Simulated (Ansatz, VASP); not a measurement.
One calculation of CdS, two programs

```
Cd S
1.0
     0.00000    3.14280    2.91000
     3.14280    0.00000    2.91000
     3.14280    3.14280    0.00000
Cd S
1 1
Cartesian
  0.0000 0.0000 0.0000
  4.7142 4.7142 4.3650
```

Change from the starting cell: strain +0.080 along x and y, +0.000 along z, atoms carried along.

Alike in both runs: task single point; functional PBE; k mesh 8 × 8 × 8; occupations gaussian, width 0.05 eV; no spin polarisation.

|  | VASP | Ansatz |
| --- | --- | --- |
| version | VASP 6.6.1 | Ansatz 0.2.0 |
| potentials or method | VASP PAW PBE potentials, release 64 (Cd, S), cutoff 520 eV | scalar-relativistic, plane waves, PAW |
| valence electrons in the cell | 18 | 26 |

VASP gave:

```
gap on the k mesh at the Fermi level (eV)                     : 0.68
least direct gap on the mesh (eV)                             : 0.68
pressure (GPa)                                                : -4.1
traceless stress, the component that is largest in VASP (GPa) : 1.07
```

What did Ansatz give for the same quantities?

gap on the k mesh at the Fermi level (eV): 0.68; least direct gap on the mesh (eV): 0.68; pressure (GPa): -4.3; traceless stress, the component that is largest in VASP (GPa): 1.09.

VASP's potentials hold 18 valence electrons a cell and Ansatz's 26, so a difference there can come from the potentials and not from the codes.
